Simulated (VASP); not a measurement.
A run of VASP 6.6.1 is set up as follows.

Contents of INCAR:

```
SYSTEM = Se
PREC = Accurate
ENCUT = 520
EDIFF = 1E-7
ISMEAR = -1
SIGMA = 0.05
LREAL = .FALSE.
LASPH = .TRUE.
NELM = 80
ALGO = Normal
ISIF = 2
LWAVE = .FALSE.
LCHARG = .FALSE.
GGA = CA
NBANDS = 13
```

File KPOINTS:

```
Automatic mesh
0
G
  9 9 9
  0 0 0
```

POSCAR

```
Se
1.0
    0.0000000000      2.9719609764      2.9719609764
    2.9719609764      0.0000000000      2.9719609764
    2.9719609764      2.9719609764      0.0000000000
Se
2
Direct
   -0.1925000000     -0.1025000000     -0.1025000000
    0.1925000000      0.1025000000      0.1025000000
```

Potentials or basis: VASP PAW LDA potentials, release 64 (Se).

Run with:

```sh
$ cat potpaw_LDA.64/Se/POTCAR > POTCAR
$ mpirun -np 1 vasp_std > vasp.out
```

**Question.** What does it give for the pressure?

**Answer.** 12.4 GPa.

**Question.** Estimate the largest force.

**Answer.** 2.056 eV/Å.

**Question.** Predict the band gap on the k mesh.

**Answer.** Zero (bands 6 and 7 overlap by 3.20 eV).

Forces in eV/Å, atoms in the order of the input:
```
Se  -1.187  1.187  1.187
Se   1.187 -1.187 -1.187
```

Caveat: the cell differs from its parent crystal (shortest bond scaled by 0.82); the cell stands under pressure; forces of over 1 eV/Å act on the atoms, so gaps and moduli don't describe the material at rest.
